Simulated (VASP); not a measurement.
**Si6O11 (a cell with a defect): single point with HSE06**

System: Si6O11 (a cell with a defect).

```
Si O
1.0
    -2.51041    4.34816    5.50927
     5.02082    0.00000    5.50927
     5.02082    8.69631    0.00000
Si O
12 22
Direct
  0.41779 0.94179 0.01852
  0.83333 0.50483 0.30625
  0.02540 0.93716 0.22800
  0.49499 0.50623 0.01188
  0.10376 0.56149 0.46191
  0.57956 0.09083 0.20213
  0.41673 0.92074 0.53228
  0.90064 0.42341 0.79716
  0.00574 0.98917 0.76709
  0.51775 0.48844 0.49414
  0.07719 0.57077 0.97290
  0.61657 0.06111 0.69000
  0.01597 0.47922 0.36827
  0.55483 0.99610 0.08798
  0.08411 0.79806 0.37228
  0.57098 0.32232 0.14178
  0.18131 0.03442 0.09729
  0.33780 0.46746 0.44663
  0.80715 0.97909 0.22445
  0.44245 0.70625 0.06528
  0.42882 0.03759 0.36038
  0.90398 0.53551 0.13382
  0.03752 0.45932 0.87777
  0.58281 0.96040 0.58278
  0.04799 0.80636 0.90840
  0.60100 0.29635 0.60925
  0.19910 0.99076 0.62942
  0.66808 0.51540 0.86048
  0.29486 0.47475 0.99915
  0.83352 0.96206 0.71491
  0.46916 0.68505 0.54413
  0.93950 0.18998 0.81852
  0.44927 0.03988 0.84554
  0.96714 0.53765 0.62425
```

- Program: VASP 6.6.1
- Task: single point
- Functional: HSE06
- Potentials or basis: VASP PAW PBE potentials, release 64 (Si, O)
- Cutoff: 520 eV
- k mesh: 1 × 1 × 1, shifted
- Occupations: fermi-dirac, width 0.01 eV
- Spin: no spin polarisation
- Dipole correction: no
- Grid for exact exchange (PRECFOCK): Fast
- Charge: 2
- Further INCAR settings: LREAL = Auto; ALGO = Normal; EDIFF = 1e-06; NBANDS = 113; NELECT = 178.0
- Share of exact exchange: 0.25
- Screening parameter: 0.2079 1/Å

```
Largest force : 0.585 eV/Å
```

Forces in eV/Å, atoms in the order of the input:
```
Si   0.048 -0.042  0.025
Si  -0.376  0.021  0.438
Si   0.080 -0.019  0.024
Si   0.016  0.036 -0.007
Si   0.015 -0.030 -0.005
Si  -0.033  0.019  0.009
Si  -0.020 -0.003 -0.053
Si  -0.011 -0.006  0.052
Si   0.003  0.008  0.009
Si   0.230  0.185 -0.194
Si  -0.023  0.013 -0.095
Si   0.013 -0.010  0.038
O    0.355 -0.161 -0.008
O    0.270 -0.035 -0.141
O   -0.228 -0.408 -0.202
O   -0.186 -0.302 -0.238
O   -0.227  0.359 -0.402
O    0.373  0.136  0.146
O   -0.040  0.109  0.226
O   -0.088 -0.289  0.117
O   -0.254  0.240  0.165
O    0.044  0.335  0.144
O    0.289 -0.114 -0.025
O    0.341 -0.060 -0.131
O   -0.235 -0.230 -0.134
O   -0.097 -0.260 -0.212
O   -0.082  0.186 -0.074
O   -0.046  0.391 -0.094
O    0.242 -0.050  0.223
O    0.337  0.030  0.147
O   -0.080 -0.249  0.052
O   -0.097 -0.205  0.110
O   -0.261  0.300  0.098
O   -0.274  0.107 -0.008
```

Levels at points of the mesh, in eV from the Fermi level:
| k point | band 86 | band 87 | band 88 | band 89 | band 90 | band 91 | band 92 | band 93 |
| --- | --- | --- | --- | --- | --- | --- | --- | --- |
| (0.25, 0.25, 0.25) | -0.57 | -0.54 | -0.44 | -0.31 | 5.06 | 5.79 | 6.57 | 6.95 |

It took 23 min on 1 thread of Intel Xeon 8259CL, with other jobs on the host, peak memory 0.75 GiB.

Caveat: the k points lie up to 0.92 Å⁻¹ apart, too coarse for converged energies, forces and pressures; the cell carries a net charge on a neutralising background, which shifts energy and pressure; the cell is charged against a uniform background, so pressure and absolute levels hang on convention; the PAW data sets were made with another functional, which shifts forces and pressure a little.
